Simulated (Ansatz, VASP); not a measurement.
**Two plane-wave programs on C**

```
CELL_PARAMETERS angstrom
2.52048 0.00000 0.00000
-1.26024 2.18280 0.00000
0.00000 0.00000 12.42892
ATOMIC_POSITIONS crystal
C 0.00000 0.00000 0.18686
C 0.00000 0.00000 0.68686
C 0.00000 0.00000 0.31314
C 0.00000 0.00000 0.81314
C 0.33333 0.66667 0.52077
C 0.66667 0.33333 0.02077
C 0.33333 0.66667 0.97923
C 0.66667 0.33333 0.47923
C 0.33333 0.66667 0.64509
C 0.66667 0.33333 0.14509
C 0.33333 0.66667 0.85491
C 0.66667 0.33333 0.35491
```

Alike in both runs: functional PBE; k mesh 12 × 12 × 2; occupations gaussian, width 0.02 eV; no spin polarisation.

Ansatz relaxed the structure, and its values are those at the end. VASP's run is a single point on that final structure, the one shown.

|  | VASP | Ansatz |
| --- | --- | --- |
| version | VASP 6.6.1 | Ansatz 0.2.0 |
| potentials or method | VASP PAW PBE potentials, release 64 (C), cutoff 520 eV | scalar-relativistic, plane waves, PAW |
| valence electrons in the cell | 48 | 48 |

VASP gave:

```
gap on the k mesh at the Fermi level (eV) : 4.44
least direct gap on the mesh (eV)         : 5.38
pressure (GPa)                            : 0.7
```

Q: Estimate Ansatz's values.

A: gap on the k mesh at the Fermi level (eV): 4.44; least direct gap on the mesh (eV): 5.38; pressure (GPa): 0.0.
